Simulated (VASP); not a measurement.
Here is a VASP 6.6.1 calculation.

INCAR

```
PREC = Accurate
ENCUT = 520
EDIFF = 1E-7
ISMEAR = 0
SIGMA = 0.1
LREAL = F
LASPH = T
NELM = 150
ALGO = Normal
ISIF = 2
LWAVE = F
LCHARG = T
ISPIN = 2
MAGMOM = 0 1 0 0
LORBIT = 11
LMAXMIX = 4
GGA = PE
LELF = T
LVHAR = T
NBANDS = 30
```

The input KPOINTS:

```
regular mesh
0
Gamma
  4 4 4
```

The input POSCAR:

```
TlAgS2
1.0
    4.4352094300      0.0000000000      0.0000000000
    0.0000000000      4.4352094300      0.0000000000
    0.0000000000      0.0000000000      6.2723333200
Tl Ag S
1 1 2
Direct
    0.5000000000      0.5000000000      0.5000000000
    0.0000000000      0.0000000000      0.0000000000
    0.5000000000      0.0000000000      0.2500000000
    0.0000000000      0.5000000000      0.7500000000
```

Potentials or basis: VASP PAW PBE potentials, release 64 (Tl_d, Ag, S).

Command:

```console
$ cat potpaw_PBE.64/Tl_d/POTCAR potpaw_PBE.64/Ag/POTCAR potpaw_PBE.64/S/POTCAR > POTCAR
$ mpirun -np 1 vasp_std > vasp.out
```

(1) Predict the pressure.

(2) Predict the net moment.

Answers

(1) -4.8 GPa.

(2) 0.00 μB per cell.

Caveat: the cell stands under tension.
